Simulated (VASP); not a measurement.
# Fe (P6_3/mmc) in VASP: notebook, part 2 of 2

VASP 6.6.1. The steps go on from the part before.

### Step 4. Single point, PBE (9.80 Å³/atom)

This run uses another cell than the first one, of 9.80 Å³/atom.

File INCAR:

```
SYSTEM = Fe
ALGO = Normal
EDIFF = 1E-6
ENCUT = 520
GGA = PE
ISIF = 2
ISMEAR = -1
LASPH = .TRUE.
LCHARG = .TRUE.
LELF = .TRUE.
LREAL = .FALSE.
LVHAR = .TRUE.
LWAVE = .FALSE.
NBANDS = 15
NELM = 60
PREC = Accurate
SIGMA = 0.1
```

File KPOINTS:

```
k-points
0
G
  24 24 13
  0 0 0
```

File POSCAR:

```
Fe
1.0
    2.4282822159      0.0000000000      0.0000000000
   -1.2141411080      2.1029540865      0.0000000000
    0.0000000000      0.0000000000      3.8399669966
Fe
2
Direct
    0.3333333333      0.6666666667      0.2500000000
    0.6666666667      0.3333333333      0.7500000000
```

Potentials or basis: VASP PAW PBE potentials, release 64 (Fe).

The run is started by

```
$ cat potpaw_PBE.64/Fe/POTCAR > POTCAR
$ mpirun -np 1 vasp_std > vasp.out
```

OUTCAR:

```text
SYSTEM = Fe
   EDIFF = 1E-6
   ENCUT = 520
   GGA = PE
   ISIF = 2
   ISMEAR = -1
   LASPH = .TRUE.
   LREAL = .FALSE.
   NELM = 60
   PREC = Accurate

 ion  position               nearest neighbor table
   1  0.333  0.667  0.250-   2 2.38   2 2.38   2 2.38   2 2.38   2 2.38   2 2.38
   2  0.667  0.333  0.750-   1 2.38   1 2.38   1 2.38   1 2.38   1 2.38   1 2.38

  LATTYP: Found a hexagonal cell.
 ALAT       =     2.4282822159
 C/A-ratio  =     1.5813512002

  Lattice vectors:

 A1 = (   2.4282822159,   0.0000000000,   0.0000000000)
 A2 = (  -1.2141411080,   2.1029540865,   0.0000000000)
 A3 = (   0.0000000000,   0.0000000000,   3.8399669966)

Analysis of symmetry for initial positions (statically):
=====================================================================
 Subroutine PRICEL returns:
 Original cell was already a primitive cell.

 Routine SETGRP: Setting up the symmetry group for a
 hexagonal supercell.

 Subroutine GETGRP returns: Found 24 space group operations
 (whereof 12 operations were pure point group operations)
 out of a pool of 24 trial point group operations.

The static configuration has the point symmetry D_3d.
 The point group associated with its full space group is D_6h.

Analysis of symmetry for dynamics (positions and initial velocities):
=====================================================================
 Subroutine PRICEL returns:
 Original cell was already a primitive cell.

 Routine SETGRP: Setting up the symmetry group for a
 hexagonal supercell.

 Subroutine GETGRP returns: Found 24 space group operations
 (whereof 12 operations were pure point group operations)
 out of a pool of 24 trial point group operations.

The dynamic configuration has the point symmetry D_3d.
 The point group associated with its full space group is D_6h.

 Subroutine INISYM returns: Found 24 space group operations
 (whereof 12 operations are pure point group operations),
 and found     1 'primitive' translations

----------------------------------------------------------------------------------------

                                     Primitive cell

  volume of cell :      19.6090

  direct lattice vectors                    reciprocal lattice vectors
     2.428282216  0.000000000  0.000000000     0.411813748  0.237760778  0.000000000
    -1.214141108  2.102954087  0.000000000     0.000000000  0.475521556  0.000000000
     0.000000000  0.000000000  3.839966997     0.000000000  0.000000000  0.260418905

  length of vectors
     2.428282216  2.428282216  3.839966997     0.475521556  0.475521556  0.260418905

  position of ions in fractional coordinates (direct lattice)
     0.333333333  0.666666667  0.250000000
     0.666666667  0.333333333  0.750000000

  ion indices of the primitive-cell ions
   primitive index   ion index
                 1           1
                 2           2

----------------------------------------------------------------------------------------

 KPOINTS: k-points

Automatic generation of k-mesh.
 Grid dimensions read from file:
 generate k-points for:   24   24   13

 Generating k-lattice:
[... 24 lines left out ...]
  0.208333  0.000000  0.000000      6.000000
[... 16 lines left out ...]
  0.416667  0.041667  0.000000     12.000000
  0.458333  0.041667  0.000000     12.000000
 [... further k-points ...]
   k-points           NKPTS =    427   k-points in BZ     NKDIM =    427   number of bands    NBANDS=     15
   number of dos      NEDOS =    301   number of ions     NIONS =      2
   total plane-waves  NPLWV =   9720
   dimension x,y,z NGX =    18 NGY =   18 NGZ =   30
   dimension x,y,z NGXF=    36 NGYF=   36 NGZF=   60
   ions per type =               2
   NGX,Y,Z   is equivalent  to a cutoff of  12.32, 12.32, 12.99 a.u.
   NGXF,Y,Z  is equivalent  to a cutoff of  24.65, 24.65, 25.98 a.u.
 SYSTEM =  Fe
   PREC   = accura    normal or accurate (medium, high low for compatibility)
   ISTART =      0    job   : 0-new  1-cont  2-samecut
   ICHARG =      2    charge: 1-file 2-atom 10-const
   ISPIN  =      1    spin polarized calculation?
   LNONCOLLINEAR =      F non collinear calculations
   LSORBIT =      F    spin-orbit coupling
   LASPH  =      T    aspherical Exc in radial PAW
   ENCUT  =  520.0 eV  38.22 Ry    6.18 a.u.   4.51  4.51  7.14*2*pi/ulx,y,z
   NELM   =     60;   NELMIN=  2; NELMDL= -5     # of ELM steps
   EDIFF  = 0.1E-05   stopping-criterion for ELM
   LREAL  =      F    real-space projection
   EDIFFG = 0.1E-04   stopping-criterion for IOM
   NSW    =      0    number of steps for IOM
   IBRION =     -1    ionic relax: 0-MD 1-quasi-New 2-CG
   NFREE  =      0    steps in history (QN), initial steepest desc. (CG)
   ISIF   =      2    stress and relaxation
   ISYM   =      2    0-nonsym 1-usesym 2-fastsym
   POTIM  = 0.5000    time-step for ionic-motion
   TEBEG  =    0.0;   TEEND  =   0.0 temperature during run
   PSTRESS=    0.0 pullay stress
   NELECT =      16.0000    total number of electrons
   NUPDOWN=      -1.0000    fix difference up-down
   EMIN   =  10.00;   EMAX   =-10.00  energy-range for DOS
   EFERMI =   0.00;   METHOD = LEGACY
   ISMEAR =    -1;   SIGMA  =   0.10  broadening in eV -4-tet -1-fermi 0-gaus
   EFERMI_NEDOS =   21; number of points for ismear=-14 and -15
   IALGO  =     38    algorithm
   IMIX   =      4    mixing-type and parameters
     AMIX     =   0.40;   BMIX     =  1.00
     AMIX_MAG =   1.60;   BMIX_MAG =  1.00
  volume/ion in A,a.u.               =       9.80        66.16
  Fermi-wavevector in a.u.,A,eV,Ry     =   1.529781  2.890867 31.840773  2.340231
  Thomas-Fermi vector in A             =   2.637355
   LORBIT       =      0    0 simple, 1 ext, 2 COOP (PROOUT), +10 PAW based schemes
   GGA     = PE    functional components
   LHFCALC =     F    Hartree Fock is set to
   AEXX    =    0.0000 exact exchange contribution
   IVDW    =     0    specifies the selected vdW correction
   LEPSILON=     F    determine dielectric tensor
   LRPA    =     F    only Hartree local field effects (RPA)
 non-spin polarized calculation
  energy-cutoff  :      520.00
  volume of cell :       19.61
 maximum number of plane-waves:       544
   NGX =  9   NGY =  9   NGZ = 15

 number of electron      16.0000008 magnetization

 Free energy of the ion-electron system (eV)
  ---------------------------------------------------
  ext. energy  EPLUGINS =         0.00000000
  ---------------------------------------------------
  free energy    TOTEN  =       -16.32222197 eV

  energy without entropy =      -16.24053805  energy(sigma->0) =      -16.28138001

 E-fermi :   7.3515     XC(G=0): -14.0192

 val. band max:        7.3472487615   @ k =   0.0833   0.0833   0.3846
 cond. band min:       7.3544840753   @ k =   0.0833   0.0000   0.3846
 fundamental gap:      0.0072353138
 Fermi energy:         7.3515320170

 k-point     1 :       0.0000    0.0000    0.0000
  band No.  band energies     occupation
      1      -1.7858      2.00000
      2       2.1884      2.00000
      3       5.6085      2.00000
      4       5.6085      2.00000
      5       5.7438      2.00000
      6       6.1024      1.99999
      7       6.1024      1.99999
      8       6.4643      1.99972
      9       6.4643      1.99972
     10       7.9078      0.00764
     11       8.1056      0.00106
     12       8.1056      0.00106
     13      16.5243      0.00000
     14      29.5685      0.00000
[... 401 lines left out ...]
      2       2.7597      2.00000
      3       2.9879      2.00000
      4       5.1578      2.00000
      5       5.2827      2.00000
      6       5.7458      2.00000
      7       6.2311      1.99997
      8       8.2200      0.00034
      9       8.4097      0.00005
     10       8.4806      0.00002
     11      10.1086      0.00000
     12      12.6190      0.00000
     13      18.9420      0.00000
     14      19.7494      0.00000
     15      22.2260      0.00000

 [... further k-points ...]

------------------------ aborting loop because EDIFF is reached ----------------------------------------

  FORCE on cell =-STRESS in cart. coord.  units (eV):
  Direction    XX          YY          ZZ          XY          YZ          ZX
  --------------------------------------------------------------------------------------
  -------------------------------------------------------------------------------------
  Total        1.4629523      1.4629523      1.5145121     -0.0000000      0.0000000      0.0000000
  in kB      119.5320308    119.5320308    123.7447765     -0.0000000      0.0000000      0.0000000
  external PRESSURE =     120.9362794 kB  Pullay stress =       0.0000000 kB

 VOLUME and BASIS-vectors are now :
 -----------------------------------------------------------------------------
  energy-cutoff  :      520.00
  volume of cell :       19.61
      direct lattice vectors                 reciprocal lattice vectors
     2.428282216  0.000000000  0.000000000     0.411813748  0.237760778  0.000000000
    -1.214141108  2.102954087  0.000000000     0.000000000  0.475521556  0.000000000
     0.000000000  0.000000000  3.839966997     0.000000000  0.000000000  0.260418905

 POSITION                                       TOTAL-FORCE (eV/Angst)
 -----------------------------------------------------------------------------------
     -0.00000      1.40197      0.95999         0.000000     -0.000000      0.000000
      1.21414      0.70098      2.87998        -0.000000      0.000000      0.000000
 -----------------------------------------------------------------------------------
    total drift:                                0.000000     -0.000000     -0.000000

  FREE ENERGIE OF THE ION-ELECTRON SYSTEM (eV)
  ---------------------------------------------------
  free  energy   TOTEN  =       -16.3222219706 eV

  energy  without entropy=      -16.2405380458  energy(sigma->0) =      -16.28138001
```

OSZICAR:

```text
N       E                     dE             d eps       ncg     rms          rms(c)
DAV:   1     0.761823077486E+02    0.76182E+02   -0.72135E+03 13162   0.145E+03
DAV:   2    -0.174336368395E+02   -0.93616E+02   -0.83645E+02 12817   0.246E+02
DAV:   3    -0.194176268577E+02   -0.19840E+01   -0.19081E+01 15694   0.516E+01
DAV:   4    -0.194296072655E+02   -0.11980E-01   -0.11979E-01 15190   0.342E+00
DAV:   5    -0.194297605110E+02   -0.15325E-03   -0.15324E-03 15904   0.385E-01    0.180E+01
DAV:   6    -0.165209364526E+02    0.29088E+01   -0.11528E+01 14294   0.734E+01    0.217E+00
DAV:   7    -0.163623754677E+02    0.15856E+00   -0.73159E-01 15288   0.170E+01    0.110E+00
DAV:   8    -0.163335790084E+02    0.28796E-01   -0.49462E-03 19456   0.113E+00    0.518E-01
DAV:   9    -0.163222555772E+02    0.11323E-01   -0.19858E-03 19406   0.529E-01    0.754E-02
DAV:  10    -0.163222321895E+02    0.23388E-04   -0.17258E-04 16825   0.242E-01    0.350E-02
DAV:  11    -0.163222209943E+02    0.11195E-04   -0.12720E-05 16496   0.806E-02    0.403E-03
DAV:  12    -0.163222219706E+02   -0.97630E-06   -0.58863E-07  9426   0.988E-03
   1 F= -.16322222E+02 E0= -.16281380E+02  d E =-.816839E-01
```

stdout:

```text
POSCAR found type information on POSCAR Fe
 POSCAR found :  1 types and       2 ions
 scaLAPACK will be used
 LDA part: xc-table for (Slater+PW92), standard interpolation
 POSCAR, INCAR and KPOINTS ok, starting setup
 FFT: planning ... GRIDC
 FFT: planning ... GRID_SOFT
 FFT: planning ... GRID
 WAVECAR not read
 entering main loop
```

Wall time 47 s (1 thread of Intel Xeon 6975P-C (Granite Rapids), shared host); peak memory 0.22 GiB.

What came out:

- Free energy: -16.3222 eV
- Pressure: 12.1 GPa
- Band gap on the k mesh: zero (bands 8 and 9 overlap by 1.99 eV)

Levels at points of the mesh, in eV from the Fermi level:
```
           k point  band 6  band 7  band 8  band 9  band 10  band 11
(0.00, 0.00, 0.00)   -1.25   -1.25   -0.89   -0.89     0.56     0.75
(0.50, 0.00, 0.00)   -1.60   -1.12    0.87    1.11     1.14     2.82
```

Caveat: the cell stands under pressure; the run has no spin polarisation, though such a crystal can be magnetic. Spin polarisation is off, so any magnetic state and its effect on volume and gap are missing.

### Step 5. Single point, PBE

This run uses another cell than the first one, of 10.21 Å³/atom.

File INCAR:

```
SYSTEM = Fe
  PREC = Accurate
  ENCUT = 520
  EDIFF = 1E-7
  ISMEAR = -1
  SIGMA = 0.1
  LREAL = .FALSE.
  LASPH = .TRUE.
  NELM = 100
  ALGO = Normal
  ISIF = 2
  LWAVE = .FALSE.
  LCHARG = .FALSE.
  GGA = PE
  NBANDS = 15
```

File KPOINTS:

```
regular mesh
0
G
  24 24 13
  0 0 0
```

File POSCAR:

```
Fe
1.0
    2.4615504899      0.0000000000      0.0000000000
   -1.2307752450      2.1317652569      0.0000000000
    0.0000000000      0.0000000000      3.8925758216
Fe
2
Direct
    0.3333333333      0.6666666667      0.2500000000
    0.6666666667      0.3333333333      0.7500000000
```

The run is started by

```
$ cat potpaw_PBE.64/Fe/POTCAR > POTCAR
$ mpirun -np 1 vasp_std > vasp.out
```

It took 56 s on 1 thread of Intel Xeon 6975P-C (Granite Rapids), shared host; peak memory 0.22 GiB.

Results (log left out):

```
Free energy            : -16.3501 eV
Pressure               : -0.7 GPa
Band gap on the k mesh : zero (bands 8 and 9 overlap by 1.87 eV)
```

Levels at points of the mesh, in eV from the Fermi level:
```csv
k point,band 6,band 7,band 8,band 9,band 10,band 11
"(0.00, 0.00, 0.00)",-1.18,-1.18,-0.84,-0.84,0.54,0.71
"(0.50, 0.00, 0.00)",-1.51,-1.06,0.82,1.04,1.07,2.68
```

Caveat: the run has no spin polarisation, though such a crystal can be magnetic.

### Step 6. The runs side by side

```tsv
cell	gap on the mesh (eV)	pressure (GPa)
a = 2.359, b = 2.359, c = 3.730 Å, angles 90.0, 90.0, 120.0°, 2 atoms	none	48.2
a = 2.394, b = 2.394, c = 3.786 Å, angles 90.0, 90.0, 120.0°, 2 atoms	none	28.1
a = 2.428, b = 2.428, c = 3.840 Å, angles 90.0, 90.0, 120.0°, 2 atoms	none	12.1
a = 2.462, b = 2.462, c = 3.893 Å, angles 90.0, 90.0, 120.0°, 2 atoms	none	-0.7
```

Alike in all rows: task single point; level PBE; potentials or basis VASP PAW PBE potentials, release 64 (Fe); no spin polarisation; k mesh 24 × 24 × 13; cutoff (eV) 520; smearing fermi-dirac 0.1 eV.

Caveats: the run has no spin polarisation, though such a crystal can be magnetic; the cell stands under pressure (at least some runs).

Absolute energies hang on the potentials; compare differences alone.
